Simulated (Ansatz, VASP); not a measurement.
# Two plane-wave programs on In

POSCAR

```
In
1.0
    3.3074543890      0.0000000000      0.0000000000
   -1.6537266987      2.8643397767      0.0000000000
    0.0000000000      0.0000000000      5.4628454918
In
2
Direct
    0.3333333333      0.6666666667      0.2500000000
    0.6666666667      0.3333333333      0.7500000000
```

File INCAR.step1:

```
ALGO = Normal
EDIFF = 1E-4
ENCUT = 520
GGA = PE
ISMEAR = -1
LASPH = T
LCHARG = F
LREAL = F
LWAVE = T
NBANDS = 20
NELM = 80
PREC = Accurate
SIGMA = 0.1
```

Contents of INCAR.step2:

```
ALGO = Normal
EDIFF = 1E-7
ENCUT = 520
ISIF = 2
ISMEAR = -1
ISTART = 1
LASPH = T
LCHARG = T
LELF = T
LMIXTAU = T
LREAL = F
LVHAR = T
LWAVE = F
METAGGA = R2SCAN
NBANDS = 20
NELM = 80
PREC = Accurate
SIGMA = 0.1
```

The input KPOINTS:

```
k-points
0
Gamma
  8 8 4
```

Input for Ansatz:

```yaml
crystal:
  lattice:
    - [3.307454389047242, 0.0, 0.0]
    - [-1.6537266987255004, 2.864339776679463, 0.0]
    - [0.0, 0.0, 5.462845491806705]
  atoms:
    - { symbol: In, position: [0.3333333333333333, 0.6666666666666666, 0.25] }
    - { symbol: In, position: [0.6666666666666666, 0.3333333333333333, 0.75] }
basis:
  ecutwfc: 625.861883657724
kpoints:
  mp_grid:
    grid: [8, 8, 4]
hamiltonian:
  xc: r2scan
scf:
  occupations:
    method: fermi_dirac
    width: 0.1
output:
  stress: true
```

Alike in both runs: task single point; functional r2SCAN; k mesh 8 × 8 × 4; occupations fermi-dirac, width 0.1 eV; no spin polarisation.

|  | VASP | Ansatz |
| --- | --- | --- |
| version | VASP 6.6.1 | Ansatz 0.2.0 |
| potentials or method | VASP PAW PBE potentials, release 64 (In_d), cutoff 520 eV | plane waves, PAW |
| valence electrons in the cell | 26 | 26 |

Ansatz gave:

```
pressure (GPa)                                                : 0.9
traceless stress, the component that is largest in VASP (GPa) : 1.13
```

Question: Estimate VASP's values.

Answer: Pressure (GPa): 1.0; traceless stress, the component that is largest in VASP (GPa): 1.14.

VASP's potentials were made for PBE, not for r2SCAN. The functional is the same, so the differences come from potentials, cutoffs and numerics.
